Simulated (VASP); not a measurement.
# Eu (P6_3/mmc) in VASP: electric field gradients with PBE

Aim: the electric field gradients of Eu with PBE.

Everything below comes from runs of VASP 6.6.1. Logs are shortened: lines on timing, memory, paths and dates and some standing lists are left out, and cuts for length are marked.

### Step 1. The cell of the first run

It takes space group P6_3/mmc (No. 194, hexagonal). The conventional cell has a = 3.999 Å, b = 3.999 Å, c = 6.415 Å, α = 90.00°, β = 90.00°, γ = 120.00°. Within 5.2 Å of Eu (site symmetry -6m2) lie 12 Eu at 3.95 to 4.00 Å.

### Step 2. Electric field gradients, PBE, collinear spin, ferromagnetic start (volume scaled by 1.06)

INCAR reads:

```
PREC     = Accurate       # precision mode
ENCUT    = 520            # plane-wave cutoff, eV
EDIFF    = 1E-8           # SCF threshold, eV
ISMEAR   = -1             # smearing method
SIGMA    = 0.05           # smearing width, eV
LREAL    = F              # projectors in reciprocal space
LASPH    = T              # aspherical terms in the spheres
NELM     = 150            # most SCF steps
ALGO     = Normal         # electronic algorithm
ISIF     = 2              # what is computed and relaxed
LWAVE    = F              # write WAVECAR
LCHARG   = F              # write CHGCAR
ISPIN    = 2              # spin polarisation
MAGMOM   = 7 7            # initial moments
LORBIT   = 11             # projections on sites
LMAXMIX  = 6              # l up to which the mixer works
GGA      = PE             # functional
LEFG     = T            
NBANDS   = 28             # bands
```

KPOINTS reads:

```
regular mesh
0
Gamma
  12 12 6
```

POSCAR reads:

```
Eu
1.0
    3.9991229720      0.0000000000      0.0000000000
   -1.9995614860      3.4633420867      0.0000000000
    0.0000000000      0.0000000000      6.4154587248
Eu
2
Direct
    0.3333333333      0.6666666667      0.2500000000
    0.6666666667      0.3333333333      0.7500000000
```

Potentials or basis: VASP PAW PBE potentials, release 64 (Eu).

Launch:

```bash
$ cat potpaw_PBE.64/Eu/POTCAR > POTCAR
$ mpirun -np 1 vasp_std > vasp.out
```

OUTCAR:

```text
PREC = Accurate
   ENCUT = 520
   EDIFF = 1E-8
   ISMEAR = -1
   LREAL = F
   LASPH = T
   NELM = 150
   ISIF = 2
   ISPIN = 2
   LORBIT = 11
   GGA = PE

 ion  position               nearest neighbor table
   1  0.333  0.667  0.250-
   2  0.667  0.333  0.750-

  LATTYP: Found a hexagonal cell.
 ALAT       =     3.9991229720
 C/A-ratio  =     1.6042164169

  Lattice vectors:

 A1 = (   3.9991229720,   0.0000000000,   0.0000000000)
 A2 = (  -1.9995614860,   3.4633420867,   0.0000000000)
 A3 = (   0.0000000000,   0.0000000000,   6.4154587248)

Analysis of symmetry for initial positions (statically):
=====================================================================
 Subroutine PRICEL returns:
 Original cell was already a primitive cell.

 Routine SETGRP: Setting up the symmetry group for a
 hexagonal supercell.

 Subroutine GETGRP returns: Found 24 space group operations
 (whereof 12 operations were pure point group operations)
 out of a pool of 24 trial point group operations.

The static configuration has the point symmetry D_3d.
 The point group associated with its full space group is D_6h.

Analysis of symmetry for dynamics (positions and initial velocities):
=====================================================================
 Subroutine PRICEL returns:
 Original cell was already a primitive cell.

 Routine SETGRP: Setting up the symmetry group for a
 hexagonal supercell.

 Subroutine GETGRP returns: Found 24 space group operations
 (whereof 12 operations were pure point group operations)
 out of a pool of 24 trial point group operations.

The dynamic configuration has the point symmetry D_3d.
 The point group associated with its full space group is D_6h.

Analysis of structural, dynamic, and magnetic symmetry:
=====================================================================
 Subroutine PRICEL returns:
 Original cell was already a primitive cell.

 Routine SETGRP: Setting up the symmetry group for a
 hexagonal supercell.

 Subroutine GETGRP returns: Found 24 space group operations
 (whereof 12 operations were pure point group operations)
 out of a pool of 24 trial point group operations.

The overall configuration has the point symmetry D_3d.
[... 160 lines left out ...]
      2     -39.7673      1.00000
      3     -18.7722      1.00000
      4     -18.4481      1.00000
      5     -18.4481      1.00000
      6     -18.3926      1.00000
[... 733 lines left out ...]
     27       3.1130      0.00000
     28       3.4136      0.00000

 [... further k-points ...]

 spin component 2

 k-point     1 :       0.0000    0.0000    0.0000
  band No.  band energies     occupation
      1     -36.6285      1.00000
      2     -36.5932      1.00000
      3     -16.4892      1.00000
      4     -16.0869      1.00000
      5     -16.0869      1.00000
      6     -16.0196      1.00000
[... 733 lines left out ...]
     27       6.3912      0.00000
     28       6.3936      0.00000

 [... further k-points ...]
[... 5 lines left out ...]
  --------------------------------------------------------------------------------------
  -------------------------------------------------------------------------------------
  Total       -0.5587768     -0.5587768     -0.5718758      0.0000000      0.0000000     -0.0000000
  in kB      -10.0753724    -10.0753724    -10.3115622      0.0000000      0.0000000     -0.0000000
  external PRESSURE =     -10.1541023 kB  Pullay stress =       0.0000000 kB

 VOLUME and BASIS-vectors are now :
 -----------------------------------------------------------------------------
  energy-cutoff  :      520.00
  volume of cell :       88.86
      direct lattice vectors                 reciprocal lattice vectors
     3.999122972  0.000000000  0.000000000     0.250054826  0.144369221  0.000000000
    -1.999561486  3.463342087  0.000000000     0.000000000  0.288738443  0.000000000
     0.000000000  0.000000000  6.415458725     0.000000000  0.000000000  0.155873499

 POSITION                                       TOTAL-FORCE (eV/Angst)
 -----------------------------------------------------------------------------------
     -0.00000      2.30889      1.60386        -0.000000     -0.000000      0.000000
      1.99956      1.15445      4.81159         0.000000      0.000000      0.000000
 -----------------------------------------------------------------------------------
    total drift:                                0.000000     -0.000000      0.000000

  FREE ENERGIE OF THE ION-ELECTRON SYSTEM (eV)
  ---------------------------------------------------
  free  energy   TOTEN  =       -22.9211933936 eV

  energy  without entropy=      -22.8906337172  energy(sigma->0) =      -22.90591356

 Electric field gradients (V/A^2)
---------------------------------------------------------------------
 ion       V_xx      V_yy      V_zz      V_xy      V_xz      V_yz
---------------------------------------------------------------------
   1      -3.820    -3.817     7.637     0.002    -0.000     0.000
   2      -3.820    -3.817     7.637     0.002     0.000    -0.000
---------------------------------------------------------------------

 Electric field gradients after diagonalization (V/A^2)
 (convention: |V_zz| > |V_xx| > |V_yy|)
----------------------------------------------------------------------
 ion       V_xx      V_yy      V_zz     asymmetry (V_yy - V_xx)/ V_zz
----------------------------------------------------------------------
   1      -3.821    -3.816     7.637       0.001
   2      -3.821    -3.816     7.637       0.001
----------------------------------------------------------------------

           NMR quadrupolar parameters

 Cq : quadrupolar parameter    Cq=e*Q*V_zz/h
 eta: asymmetry parameters     (V_yy - V_xx)/ V_zz
 Q  : nuclear electric quadrupole moment in mb (millibarn)
----------------------------------------------------------------------
 ion       Cq(MHz)       eta       Q (mb)
----------------------------------------------------------------------
   1       0.018       0.001       1.000
   2       0.018       0.001       1.000
----------------------------------------------------------------------

 total charge

# of ion       s       p       d       f       tot
--------------------------------------------------
    1        2.081   5.713   0.287   6.646  14.727
    2        2.081   5.713   0.287   6.646  14.727
--------------------------------------------------
tot          4.161  11.425   0.574  13.292  29.453

 magnetization (x)

# of ion       s       p       d       f       tot
--------------------------------------------------
    1       -0.001  -0.086   0.181   6.645   6.738
    2       -0.001  -0.086   0.181   6.645   6.738
--------------------------------------------------
tot         -0.003  -0.173   0.362  13.290  13.476
```

Run time: 16 min. Hardware: 1 thread of Intel Xeon 8259CL, shared host; peak memory 0.44 GiB.

Results:

```yaml
Free_energy: -22.9212 eV
Pressure: -1.0 GPa
Net_moment: 15.12 μB per cell
Site_moments: Eu +6.74 μB
Valence_electrons_inside_the_program's_atomic_spheres: Eu 14.73
```

Electric field gradients, principal values (V/Å²):
```tsv
atom	least	middle	greatest (by size)
1 Eu	-3.816	-3.821	7.637
2 Eu	-3.816	-3.821	7.637
```

Caveat: without QUAD_EFG the Cq values of the log hold for a quadrupole moment of 1 mb, not for the nuclei. The state reached can hang on the start; a lower one may exist.
